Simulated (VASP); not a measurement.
Set up this calculation in VASP 6.6.1, as the native input.

* Task: single point
* Functional: PBE
* Potentials or basis: VASP PAW PBE potentials, release 64 (Sb)
* Cutoff: 520 eV
* k mesh: 18 × 18 × 16
* Occupations: fermi-dirac, width 0.1 eV
* Spin: no spin polarisation
* Dipole correction: no
* Further INCAR settings: ALGO = Normal; EDIFF = 1e-06; NBANDS = 8

The structure of Sb lies in POSCAR:

```
Sb
1.0
    2.4549711481      0.0000000000      0.0000000000
   -1.2274855740      2.1260673798      0.0000000000
    0.0000000000      0.0000000000      2.3015913286
Sb
1
Direct
    0.0000000000      0.0000000000      0.0000000000
```

One way to write it, as run:

INCAR

```
ALGO = Normal
EDIFF = 1E-6
ENCUT = 520
GGA = PE
ISIF = 2
ISMEAR = -1
LASPH = T
LCHARG = F
LREAL = F
LWAVE = F
NBANDS = 8
NELM = 80
PREC = Accurate
SIGMA = 0.1
```

KPOINTS

```
k-points
0
Gamma
  18 18 16
```

Potentials or basis: VASP PAW PBE potentials, release 64 (Sb).

Run with:

```bash
$ cat potpaw_PBE.64/Sb/POTCAR > POTCAR
$ mpirun -np 1 vasp_std > vasp.out
```

It gave:

| Item | Value |
| --- | --- |
| Pressure | 380.4 GPa |

Run time: 16 s on 1 thread of Intel Xeon 6975P-C, on a shared host, peak memory 0.14 GiB.
